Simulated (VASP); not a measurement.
# Rh (P6_3/mmc) in VASP: notebook

Rh is run at these levels: PBEsol+D3(BJ); tasks: relaxation of cell and atoms, single point.

Everything below comes from runs of VASP 6.6.1. Logs are shortened: lines on timing, memory, paths and dates and some standing lists are left out, and cuts for length are marked.

## (1) The cell of the first run

It takes space group P6_3/mmc (No. 194, hexagonal). The conventional cell has a = 2.692 Å, b = 2.692 Å, c = 8.798 Å, α = 90.00°, β = 90.00°, γ = 120.00°. Rh (site symmetry -3m) has 12 Rh at 2.69 Å within 3.5 Å. Within 3.5 Å of Rh (site symmetry -6m2) lie 12 Rh at 2.69 Å.

This isn't the form of Rh at room conditions, which is fcc.

## (2) Relaxation of cell and atoms, PBEsol+D3(BJ), target pressure 8 GPa, at which the enthalpy is minimised

Contents of INCAR:

```
SYSTEM = Rh
PREC = Accurate ; ENCUT = 600
EDIFF = 1E-6 ; ISMEAR = -1
SIGMA = 0.15 ; LREAL = .FALSE.
LASPH = .TRUE. ; NELM = 80
ALGO = Normal ; ISIF = 3
LWAVE = .FALSE. ; LCHARG = .FALSE.
GGA = PS ; IVDW = 12
IBRION = 2 ; NSW = 80
EDIFFG = -0.01 ; PSTRESS = 80.0
```

Contents of KPOINTS:

```
Automatic mesh
0
G
  10 10 3
  0 0 0
```

Contents of POSCAR:

```
Rh
1.0
    2.6917400000      0.0000000000      0.0000000000
   -1.3458700000      2.3311200000      0.0000000000
    0.0000000000      0.0000000000      8.7980700000
Rh
4
Direct
    0.0000000000      0.0000000000      0.0000000000
    0.3333333333      0.6666666667      0.2500000000
    0.0000000000      0.0000000000      0.5000000000
    0.6666666667      0.3333333333      0.7500000000
```

Potentials or basis: VASP PAW PBE potentials, release 64 (Rh_pv).

On the command line:

```sh
$ cat potpaw_PBE.64/Rh_pv/POTCAR > POTCAR
$ mpirun -np 1 vasp_std > vasp.out
```

OUTCAR:

```text
SYSTEM = Rh
   PREC = Accurate
   ENCUT = 600
   EDIFF = 1E-6
   ISMEAR = -1
   LREAL = .FALSE.
   LASPH = .TRUE.
   NELM = 80
   ISIF = 3
   GGA = PS
   IVDW = 12
   IBRION = 2
   NSW = 80
   EDIFFG = -0.01
   PSTRESS = 80.0
 IVDW          = 12

 ion  position               nearest neighbor table
   1  0.000  0.000  0.000-   2 2.69   4 2.69   4 2.69   2 2.69   4 2.69   2 2.69
   2  0.333  0.667  0.250-   1 2.69   3 2.69   1 2.69   3 2.69   1 2.69   3 2.69
   3  0.000  0.000  0.500-   2 2.69   4 2.69   4 2.69   2 2.69   4 2.69   2 2.69
   4  0.667  0.333  0.750-   1 2.69   3 2.69   1 2.69   3 2.69   1 2.69   3 2.69

  LATTYP: Found a hexagonal cell.
 ALAT       =     2.6917400000
 C/A-ratio  =     3.2685437672

  Lattice vectors:

 A1 = (   2.6917400000,   0.0000000000,   0.0000000000)
 A2 = (  -1.3458700000,   2.3311200000,   0.0000000000)
 A3 = (   0.0000000000,   0.0000000000,   8.7980700000)

Analysis of symmetry for initial positions (statically):
=====================================================================
 Subroutine PRICEL returns:
 Original cell was already a primitive cell.

 Routine SETGRP: Setting up the symmetry group for a
 hexagonal supercell.

 Subroutine GETGRP returns: Found 24 space group operations
 (whereof 12 operations were pure point group operations)
 out of a pool of 24 trial point group operations.

The static configuration has the point symmetry D_3d.
 The point group associated with its full space group is D_6h.

Analysis of symmetry for dynamics (positions and initial velocities):
=====================================================================
 Subroutine PRICEL returns:
 Original cell was already a primitive cell.

 Routine SETGRP: Setting up the symmetry group for a
 hexagonal supercell.

 Subroutine GETGRP returns: Found 24 space group operations
 (whereof 12 operations were pure point group operations)
 out of a pool of 24 trial point group operations.

The dynamic configuration has the point symmetry D_3d.
 The point group associated with its full space group is D_6h.

 Subroutine INISYM returns: Found 24 space group operations
 (whereof 12 operations are pure point group operations),
 and found     1 'primitive' translations

----------------------------------------------------------------------------------------

                                     Primitive cell

  volume of cell :      55.2059

  direct lattice vectors                    reciprocal lattice vectors
     2.691740000  0.000000000  0.000000000     0.371506906  0.214489173  0.000000000
    -1.345870000  2.331120000  0.000000000     0.000000000  0.428978345  0.000000000
     0.000000000  0.000000000  8.798070000     0.000000000  0.000000000  0.113661292

  length of vectors
     2.691740000  2.691744139  8.798070000     0.428979005  0.428978345  0.113661292

  position of ions in fractional coordinates (direct lattice)
     0.000000000  0.000000000  0.000000000
     0.333333333  0.666666667  0.250000000
     0.000000000  0.000000000  0.500000000
     0.666666667  0.333333333  0.750000000

  ion indices of the primitive-cell ions
   primitive index   ion index
                 1           1
                 2           2
                 3           3
                 4           4

----------------------------------------------------------------------------------------

 KPOINTS: Automatic mesh

Automatic generation of k-mesh.
 Grid dimensions read from file:
 generate k-points for:   10   10    3

 Generating k-lattice:

  Cartesian coordinates                     Fractional coordinates (reciprocal lattice)
     0.037150691  0.021448917  0.000000000     0.100000000  0.000000000  0.000000000
     0.000000000  0.042897835  0.000000000     0.000000000  0.100000000  0.000000000
     0.000000000  0.000000000  0.037887097     0.000000000  0.000000000  0.333333333

  Length of vectors
     0.042897900  0.042897835  0.037887097

  Shift w.r.t. Gamma in fractional coordinates (k-lattice)
     0.000000000  0.000000000  0.000000000

 Subroutine IBZKPT returns following result:
 ===========================================

 Found     28 irreducible k-points:

 Following reciprocal coordinates:
            Coordinates               Weight
  0.000000  0.000000  0.000000      1.000000
  0.100000  0.000000  0.000000      6.000000
  0.200000  0.000000  0.000000      6.000000
  0.300000  0.000000  0.000000      6.000000
  0.400000  0.000000  0.000000      6.000000
  0.500000  0.000000  0.000000      3.000000
[... 16 lines left out ...]
  0.300000  0.100000  0.333333     24.000000
  0.400000  0.100000  0.333333     24.000000
 [... further k-points ...]
   k-points           NKPTS =     28   k-points in BZ     NKDIM =     28   number of bands    NBANDS=     36
   number of dos      NEDOS =    301   number of ions     NIONS =      4
   total plane-waves  NPLWV =  40320
   dimension x,y,z NGX =    24 NGY =   24 NGZ =   70
   dimension x,y,z NGXF=    48 NGYF=   48 NGZF=  140
   ions per type =               4
   NGX,Y,Z   is equivalent  to a cutoff of  14.82, 14.82, 13.23 a.u.
   NGXF,Y,Z  is equivalent  to a cutoff of  29.65, 29.65, 26.45 a.u.
 SYSTEM =  Rh
   PREC   = accura    normal or accurate (medium, high low for compatibility)
   ISTART =      0    job   : 0-new  1-cont  2-samecut
   ICHARG =      2    charge: 1-file 2-atom 10-const
   ISPIN  =      1    spin polarized calculation?
   LNONCOLLINEAR =      F non collinear calculations
   LSORBIT =      F    spin-orbit coupling
   LASPH  =      T    aspherical Exc in radial PAW
   ENCUT  =  600.0 eV  44.10 Ry    6.64 a.u.   5.38  5.38 17.57*2*pi/ulx,y,z
   NELM   =     80;   NELMIN=  2; NELMDL= -5     # of ELM steps
   EDIFF  = 0.1E-05   stopping-criterion for ELM
   LREAL  =      F    real-space projection
   EDIFFG = -.1E-01   stopping-criterion for IOM
   NSW    =     80    number of steps for IOM
   IBRION =      2    ionic relax: 0-MD 1-quasi-New 2-CG
   NFREE  =      1    steps in history (QN), initial steepest desc. (CG)
   ISIF   =      3    stress and relaxation
   ISYM   =      2    0-nonsym 1-usesym 2-fastsym
   POTIM  = 0.5000    time-step for ionic-motion
   TEBEG  =    0.0;   TEEND  =   0.0 temperature during run
   PSTRESS=   80.0 pullay stress
   NELECT =      60.0000    total number of electrons
   NUPDOWN=      -1.0000    fix difference up-down
   EMIN   =  10.00;   EMAX   =-10.00  energy-range for DOS
   EFERMI =   0.00;   METHOD = LEGACY
   ISMEAR =    -1;   SIGMA  =   0.15  broadening in eV -4-tet -1-fermi 0-gaus
   EFERMI_NEDOS =   21; number of points for ismear=-14 and -15
   IALGO  =     38    algorithm
   IMIX   =      4    mixing-type and parameters
     AMIX     =   0.40;   BMIX     =  1.00
     AMIX_MAG =   1.60;   BMIX_MAG =  1.00
  volume/ion in A,a.u.               =      13.80        93.14
  Fermi-wavevector in a.u.,A,eV,Ry     =   1.683179  3.180746 38.546532  2.833090
  Thomas-Fermi vector in A             =   2.766426
   LORBIT       =      0    0 simple, 1 ext, 2 COOP (PROOUT), +10 PAW based schemes
   GGA     = PS    functional components
   LHFCALC =     F    Hartree Fock is set to
   AEXX    =    0.0000 exact exchange contribution
   IVDW    =    12    specifies the selected vdW correction
   LEPSILON=     F    determine dielectric tensor
   LRPA    =     F    only Hartree local field effects (RPA)
 conjugate gradient relaxation of ions
 non-spin polarized calculation
  energy-cutoff  :      600.00
  volume of cell :       55.21
 maximum number of plane-waves:      1895
 NGX is ok and might be reduce to    24
   NGX = 11   NGY = 11   NGZ = 35

--------------------------------------- Ionic step        1  -------------------------------------------

 number of electron      59.9999986 magnetization

 Free energy of the ion-electron system (eV)
  ---------------------------------------------------
  ext. energy  EPLUGINS =         0.00000000
  ---------------------------------------------------
  free energy    TOTEN  =       -32.69278912 eV

  energy without entropy =      -32.27521897  energy(sigma->0) =      -32.48400405

------------------------ aborting loop because EDIFF is reached ----------------------------------------

 Edisp (eV)   -2.42344

 E8    (eV) :    -1.6326

  FORCE on cell =-STRESS in cart. coord.  units (eV):
  Direction    XX          YY          ZZ          XY          YZ          ZX
  --------------------------------------------------------------------------------------
  -------------------------------------------------------------------------------------
  Total      -4.16190    -4.16192    -4.21658     0.00000     0.00000    -0.00000
  in kB    -120.78616  -120.78665  -122.37300     0.00000     0.00000    -0.00000
  external pressure =     -201.32 kB  Pullay stress =       80.00 kB
[... 157 lines left out ...]
  enthalpy is  TOTEN    =       -32.5993086174 eV   P V=        2.5815959415

--------------------------------------- Ionic step        5  -------------------------------------------

 number of electron      60.0000019 magnetization

 Free energy of the ion-electron system (eV)
  ---------------------------------------------------
  ext. energy  EPLUGINS =         0.00000000
  ---------------------------------------------------
  free energy    TOTEN  =       -32.58490460 eV

  energy without entropy =      -32.21265373  energy(sigma->0) =      -32.39877916

 E-fermi :  12.9825     XC(G=0): -14.6269

 val. band max:       12.9779849648   @ k =   0.4000   0.1000   0.3333
 cond. band min:      12.9972000656   @ k =   0.3000   0.1000   0.3333
 fundamental gap:      0.0192151008
 Fermi energy:        12.9825204539

 k-point     1 :       0.0000    0.0000    0.0000
  band No.  band energies     occupation
      1     -34.3870      2.00000
      2     -33.9443      2.00000
      3     -33.9359      2.00000
      4     -33.6047      2.00000
      5     -33.6047      2.00000
      6     -33.5511      2.00000
[... 925 lines left out ...]
     35      17.8592      0.00000
     36      19.1531      0.00000

 [... further k-points ...]

------------------------ aborting loop because EDIFF is reached ----------------------------------------

 Edisp (eV)   -2.59268

 E8    (eV) :    -1.7464

  FORCE on cell =-STRESS in cart. coord.  units (eV):
  Direction    XX          YY          ZZ          XY          YZ          ZX
  --------------------------------------------------------------------------------------
  -------------------------------------------------------------------------------------
  Total       2.56288     2.56289     2.59620    -0.00000     0.00000    -0.00000
  in kB      79.52552    79.52584    80.55933    -0.00000     0.00000    -0.00000
  external pressure =       -0.13 kB  Pullay stress =       80.00 kB
[... 19 lines left out ...]
  FREE ENERGIE OF THE ION-ELECTRON SYSTEM (eV)
  ---------------------------------------------------
  free  energy   TOTEN  =       -35.1775861040 eV

  energy  without entropy=      -34.8053352278  energy(sigma->0) =      -34.99146067

  enthalpy is  TOTEN    =       -32.5994113790 eV   P V=        2.5781747251

 reached required accuracy - stopping structural energy minimisation
```

It took 1.7 min on 1 thread of Intel Xeon 6975P-C (Granite Rapids), shared host; peak memory 0.24 GiB.

What came out:

* Free energy: -35.1776 eV
* Relaxed volume: 12.91 Å³/atom
* Relaxed cell: a = 2.633 Å, b = 2.633 Å, c = 8.603 Å, α = 90.00°, β = 90.00°, γ = 120.00°
* Space group after relaxing (to 0.1 Å): P6_3/mmc (No. 194)
* Energy change on relaxing (the run minimises the enthalpy): -15.3 meV/atom
* Ionic steps: 5
* Pressure after relaxing: 8.0 GPa
* Band gap on the k mesh: zero (bands 30 and 31 overlap by 2.07 eV)
* Dispersion energy per atom: -0.648 eV

Stress tensor (GPa, compression positive):
```
7.95 0.00 0.00
0.00 7.95 0.00
0.00 0.00 8.06
```

Step by step:
| step | energy change (eV) | largest force (eV/Å) | pressure (GPa) | volume (Å³) |
| --- | --- | --- | --- | --- |
| 1 | 0.0000 | 0.0000 | -12.13 | 55.21 |
| 2 | 3.0324 | 0.0000 | 119.56 | 42.48 |
| 3 | -0.0731 | 0.0000 | 6.17 | 51.90 |
| 4 | -0.0647 | 0.0000 | 7.54 | 51.70 |
| 5 | -0.0614 | 0.0000 | 7.99 | 51.63 |

Final structure:
```
Rh
1.0
     2.63254    0.00000    0.00000
    -1.31627    2.27985    0.00000
     0.00000    0.00000    8.60304
Rh
4
Cartesian
  0.0000 0.0000 0.0000
  0.0000 1.5199 2.1508
  0.0000 0.0000 4.3015
  1.3163 0.7599 6.4523
```

Caveat: the cell is relaxed towards a set pressure, so the run minimises the enthalpy, not the energy; the PAW data sets were made with another functional, which shifts forces and pressure a little.

[end of part 1 of 2]
